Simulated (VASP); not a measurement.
# Fe (Cmce) in VASP: single point with PBE

Aim: the single point of Fe with PBE.

All numbers are computed with VASP 6.6.1; they aren't measurements. Logs are shortened: lines on timing, memory, paths and dates and some standing lists are left out, and cuts for length are marked.

**1. The cell of the first run**

The structure is orthorhombic, space group Cmce (No. 64). The conventional cell has a = 3.877 Å, b = 6.571 Å, c = 3.882 Å, α = 90.00°, β = 90.00°, γ = 90.00°. Within 2.8 Å of Fe (site symmetry m) lie 7 Fe at 2.09 to 2.40 Å.

**2. Single point, PBE, collinear spin, ferromagnetic start**

Input file INCAR:

```
ALGO = Normal
EDIFF = 1E-6
ENCUT = 690
GGA = PE
GGA_COMPAT = F
ISIF = 2
ISMEAR = 0
ISPIN = 2
LASPH = T
LCHARG = T
LELF = T
LMAXMIX = 4
LORBIT = 11
LREAL = F
LVHAR = T
LWAVE = F
MAGMOM = 4 4 4 4
NBANDS = 44
NELM = 200
PREC = Accurate
SIGMA = 0.1
```

Input file KPOINTS:

```
k-points
0
Gamma
  6 6 6
```

Input file POSCAR:

```
Fe
1.0
    1.9385296171     -3.2854482047      0.0000000000
    1.9385296171      3.2854482047      0.0000000000
    0.0000000000      0.0000000000      3.8822163840
Fe
4
Direct
    0.1525000000      0.8475000000      0.0785000000
    0.6525000000      0.3475000000      0.4215000000
    0.8475000000      0.1525000000      0.9215000000
    0.3475000000      0.6525000000      0.5785000000
```

Potentials or basis: VASP PAW PBE potentials, release 64 (Fe_sv).

Command:

```console
cat potpaw_PBE.64/Fe_sv/POTCAR > POTCAR
mpirun -np 1 vasp_std > vasp.out
```

OUTCAR:

```text
EDIFF = 1E-6
   ENCUT = 690
   GGA = PE
   ISIF = 2
   ISMEAR = 0
   ISPIN = 2
   LASPH = T
   LORBIT = 11
   LREAL = F
   NELM = 200
   PREC = Accurate

 ion  position               nearest neighbor table
   1  0.153  0.847  0.078-   3 2.09   4 2.33   4 2.33   2 2.35   2 2.35   3 2.40   3 2.40
   2  0.653  0.347  0.422-   4 2.09   3 2.33   3 2.33   1 2.35   1 2.35   4 2.40   4 2.40
   3  0.847  0.153  0.922-   1 2.09   2 2.33   2 2.33   4 2.35   4 2.35   1 2.40   1 2.40
   4  0.347  0.653  0.578-   2 2.09   1 2.33   1 2.33   3 2.35   3 2.35   2 2.40   2 2.40

  LATTYP: Found a base centered orthorhombic cell.
 ALAT       =     3.8770592342
 B/A-ratio  =     1.6948145521
 C/A-ratio  =     1.0013301705

  Lattice vectors:

 A1 = (   1.9385296171,  -3.2854482047,   0.0000000000)
 A2 = (   1.9385296171,   3.2854482047,   0.0000000000)
 A3 = (   0.0000000000,   0.0000000000,   3.8822163840)

Analysis of symmetry for initial positions (statically):
=====================================================================
 Subroutine PRICEL returns:
 Original cell was already a primitive cell.

 Routine SETGRP: Setting up the symmetry group for a
 base centered orthorhombic supercell.

 Subroutine GETGRP returns: Found  8 space group operations
 (whereof  4 operations were pure point group operations)
 out of a pool of  8 trial point group operations.

The static configuration has the point symmetry C_2h.
 The point group associated with its full space group is D_2h.

Analysis of symmetry for dynamics (positions and initial velocities):
=====================================================================
 Subroutine PRICEL returns:
 Original cell was already a primitive cell.

 Routine SETGRP: Setting up the symmetry group for a
 base centered orthorhombic supercell.

 Subroutine GETGRP returns: Found  8 space group operations
 (whereof  4 operations were pure point group operations)
 out of a pool of  8 trial point group operations.

The dynamic configuration has the point symmetry C_2h.
 The point group associated with its full space group is D_2h.

Analysis of structural, dynamic, and magnetic symmetry:
=====================================================================
 Subroutine PRICEL returns:
 Original cell was already a primitive cell.

 Routine SETGRP: Setting up the symmetry group for a
 base centered orthorhombic supercell.

 Subroutine GETGRP returns: Found  8 space group operations
 (whereof  4 operations were pure point group operations)
 out of a pool of  8 trial point group operations.

The overall configuration has the point symmetry C_2h.
 The point group associated with its full space group is D_2h.

 Subroutine INISYM returns: Found  8 space group operations
 (whereof  4 operations are pure point group operations),
 and found     1 'primitive' translations

----------------------------------------------------------------------------------------

                                     Primitive cell

  volume of cell :      49.4512

  direct lattice vectors                    reciprocal lattice vectors
     1.938529617 -3.285448205  0.000000000     0.257927450 -0.152186237  0.000000000
     1.938529617  3.285448205  0.000000000     0.257927450  0.152186237  0.000000000
     0.000000000  0.000000000  3.882216384     0.000000000  0.000000000  0.257584818

  length of vectors
     3.814717156  3.814717156  3.882216384     0.299478246  0.299478246  0.257584818

  position of ions in fractional coordinates (direct lattice)
     0.152500000  0.847500000  0.078500000
     0.652500000  0.347500000  0.421500000
     0.847500000  0.152500000  0.921500000
     0.347500000  0.652500000  0.578500000

  ion indices of the primitive-cell ions
   primitive index   ion index
                 1           1
                 2           2
                 3           3
                 4           4

----------------------------------------------------------------------------------------

 KPOINTS: k-points

Automatic generation of k-mesh.
 Grid dimensions read from file:
 generate k-points for:    6    6    6

 Generating k-lattice:

  Cartesian coordinates                     Fractional coordinates (reciprocal lattice)
     0.042987908 -0.025364373  0.000000000     0.166666667  0.000000000  0.000000000
     0.042987908  0.025364373  0.000000000     0.000000000  0.166666667  0.000000000
     0.000000000  0.000000000  0.042930803     0.000000000  0.000000000  0.166666667

  Length of vectors
     0.049913041  0.049913041  0.042930803

  Shift w.r.t. Gamma in fractional coordinates (k-lattice)
     0.000000000  0.000000000  0.000000000

 Subroutine IBZKPT returns following result:
 ===========================================

 Found     52 irreducible k-points:

 Following reciprocal coordinates:
            Coordinates               Weight
  0.000000  0.000000  0.000000      1.000000
  0.166667  0.000000  0.000000      4.000000
  0.333333  0.000000  0.000000      4.000000
  0.500000  0.000000  0.000000      2.000000
  0.166667  0.166667  0.000000      2.000000
  0.333333  0.166667  0.000000      4.000000
[... 16 lines left out ...]
  0.333333  0.333333  0.166667      4.000000
  0.500000  0.333333  0.166667      8.000000
 [... further k-points ...]
   k-points           NKPTS =     52   k-points in BZ     NKDIM =     52   number of bands    NBANDS=     44
   number of dos      NEDOS =    301   number of ions     NIONS =      4
   total plane-waves  NPLWV =  46656
   dimension x,y,z NGX =    36 NGY =   36 NGZ =   36
   dimension x,y,z NGXF=    72 NGYF=   72 NGZF=   72
   ions per type =               4
   NGX,Y,Z   is equivalent  to a cutoff of  15.69, 15.69, 15.42 a.u.
   NGXF,Y,Z  is equivalent  to a cutoff of  31.38, 31.38, 30.83 a.u.
 SYSTEM =  unknown system
   PREC   = accura    normal or accurate (medium, high low for compatibility)
   ISTART =      0    job   : 0-new  1-cont  2-samecut
   ICHARG =      2    charge: 1-file 2-atom 10-const
   ISPIN  =      2    spin polarized calculation?
   LNONCOLLINEAR =      F non collinear calculations
   LSORBIT =      F    spin-orbit coupling
   LASPH  =      T    aspherical Exc in radial PAW
   ENCUT  =  690.0 eV  50.71 Ry    7.12 a.u.   8.17  8.17  8.31*2*pi/ulx,y,z
   NELM   =    200;   NELMIN=  2; NELMDL= -5     # of ELM steps
   EDIFF  = 0.1E-05   stopping-criterion for ELM
   LREAL  =      F    real-space projection
   EDIFFG = 0.1E-04   stopping-criterion for IOM
   NSW    =      0    number of steps for IOM
   IBRION =     -1    ionic relax: 0-MD 1-quasi-New 2-CG
   NFREE  =      0    steps in history (QN), initial steepest desc. (CG)
   ISIF   =      2    stress and relaxation
   ISYM   =      2    0-nonsym 1-usesym 2-fastsym
   POTIM  = 0.5000    time-step for ionic-motion
   TEBEG  =    0.0;   TEEND  =   0.0 temperature during run
   PSTRESS=    0.0 pullay stress
   NELECT =      64.0000    total number of electrons
   NUPDOWN=      -1.0000    fix difference up-down
   EMIN   =  10.00;   EMAX   =-10.00  energy-range for DOS
   EFERMI =   0.00;   METHOD = LEGACY
   ISMEAR =     0;   SIGMA  =   0.10  broadening in eV -4-tet -1-fermi 0-gaus
   EFERMI_NEDOS =   21; number of points for ismear=-14 and -15
   IALGO  =     38    algorithm
   IMIX   =      4    mixing-type and parameters
     AMIX     =   0.40;   BMIX     =  1.00
     AMIX_MAG =   1.60;   BMIX_MAG =  1.00
  volume/ion in A,a.u.               =      12.36        83.43
  Fermi-wavevector in a.u.,A,eV,Ry     =   1.784059  3.371383 43.305530  3.182867
  Thomas-Fermi vector in A             =   2.848121
   LORBIT       =     11    0 simple, 1 ext, 2 COOP (PROOUT), +10 PAW based schemes
   GGA     = PE    functional components
   LHFCALC =     F    Hartree Fock is set to
   AEXX    =    0.0000 exact exchange contribution
   IVDW    =     0    specifies the selected vdW correction
   LEPSILON=     F    determine dielectric tensor
   LRPA    =     F    only Hartree local field effects (RPA)
 spin polarized calculation
 Gauss-broadening in eV      SIGMA  =   0.10
  energy-cutoff  :      690.00
  volume of cell :       49.45
 maximum number of plane-waves:      2056
 NGX is ok and might be reduce to    36
   NGX = 17   NGY = 17   NGZ = 17

 number of electron      64.0000000 magnetization      16.0000000

 number of electron      64.0000032 magnetization       1.7156724

 Free energy of the ion-electron system (eV)
  ---------------------------------------------------
  ext. energy  EPLUGINS =         0.00000000
  ---------------------------------------------------
  free energy    TOTEN  =       -30.21218195 eV

  energy without entropy =      -30.17857554  energy(sigma->0) =      -30.19537874

 E-fermi :  10.8315     XC(G=0): -13.0466

 val. band max:       10.8310242638   @ k =   0.5000   0.5000   0.1667
 cond. band min:      10.8354116813   @ k =   0.3333   0.0000   0.3333
 fundamental gap:      0.0043874175
 Fermi energy:        10.8314895113

 spin component 1

 k-point     1 :       0.0000    0.0000    0.0000
  band No.  band energies     occupation
      1     -76.5809      1.00000
      2     -76.4548      1.00000
      3     -76.3686      1.00000
      4     -76.3611      1.00000
      5     -42.9876      1.00000
      6     -42.8456      1.00000
[... 1117 lines left out ...]
     43      21.0072      0.00000
     44      22.7646      0.00000

 [... further k-points ...]

 spin component 2

 k-point     1 :       0.0000    0.0000    0.0000
  band No.  band energies     occupation
      1     -76.0874      1.00000
      2     -75.9596      1.00000
      3     -75.8721      1.00000
      4     -75.8645      1.00000
      5     -42.5814      1.00000
      6     -42.4567      1.00000
[... 1117 lines left out ...]
     43      21.2284      0.00000
     44      22.9166      0.00000

 [... further k-points ...]
[... 5 lines left out ...]
  --------------------------------------------------------------------------------------
  -------------------------------------------------------------------------------------
  Total       -1.7400358     -1.4074705     -1.3812467      0.0000000     -0.0000000      0.0000000
  in kB      -56.3757034    -45.6008667    -44.7512371      0.0000000     -0.0000000      0.0000000
  external PRESSURE =     -48.9092691 kB  Pullay stress =       0.0000000 kB

 VOLUME and BASIS-vectors are now :
 -----------------------------------------------------------------------------
  energy-cutoff  :      690.00
  volume of cell :       49.45
      direct lattice vectors                 reciprocal lattice vectors
     1.938529617 -3.285448205  0.000000000     0.257927450 -0.152186237  0.000000000
     1.938529617  3.285448205  0.000000000     0.257927450  0.152186237  0.000000000
     0.000000000  0.000000000  3.882216384     0.000000000  0.000000000  0.257584818

 POSITION                                       TOTAL-FORCE (eV/Angst)
 -----------------------------------------------------------------------------------
      1.93853      2.28339      0.30475         0.000000      0.258548     -0.530811
      1.93853     -1.00206      1.63635         0.000000      0.258548      0.530811
      1.93853     -2.28339      3.57746         0.000000     -0.258548      0.530811
      1.93853      1.00206      2.24586         0.000000     -0.258548     -0.530811
 -----------------------------------------------------------------------------------
    total drift:                                0.000000      0.000000     -0.000000

  FREE ENERGIE OF THE ION-ELECTRON SYSTEM (eV)
  ---------------------------------------------------
  free  energy   TOTEN  =       -30.2121819465 eV

  energy  without entropy=      -30.1785755419  energy(sigma->0) =      -30.19537874

 total charge

# of ion       s       p       d       tot
------------------------------------------
    1        2.212   6.031   5.598  13.841
    2        2.212   6.031   5.598  13.841
    3        2.212   6.031   5.598  13.841
    4        2.212   6.031   5.598  13.841
--------------------------------------------------
tot          8.850  24.123  22.392  55.364

 magnetization (x)

# of ion       s       p       d       tot
------------------------------------------
    1        0.001   0.001   0.413   0.414
    2        0.001   0.001   0.413   0.414
    3        0.001   0.001   0.413   0.414
    4        0.001   0.001   0.413   0.414
--------------------------------------------------
tot          0.003   0.003   1.651   1.657
```

It took 5.2 min on 1 thread of Intel Xeon Platinum 8488C (Sapphire Rapids), shared host; peak memory 0.38 GiB.

Results:

```yaml
Free_energy: -30.2122 eV
Pressure: -4.9 GPa
Largest_force: 0.590 eV/Å
Net_moment: 1.72 μB per cell
Site_moments: Fe +0.41 μB
Valence_electrons_inside_the_program's_atomic_spheres: Fe 13.84
```

Forces in eV/Å, atoms in the order of the input:
```
Fe   0.000  0.259 -0.531
Fe   0.000  0.259  0.531
Fe   0.000 -0.259  0.531
Fe   0.000 -0.259 -0.531
```

Caveat: the cell stands under tension.
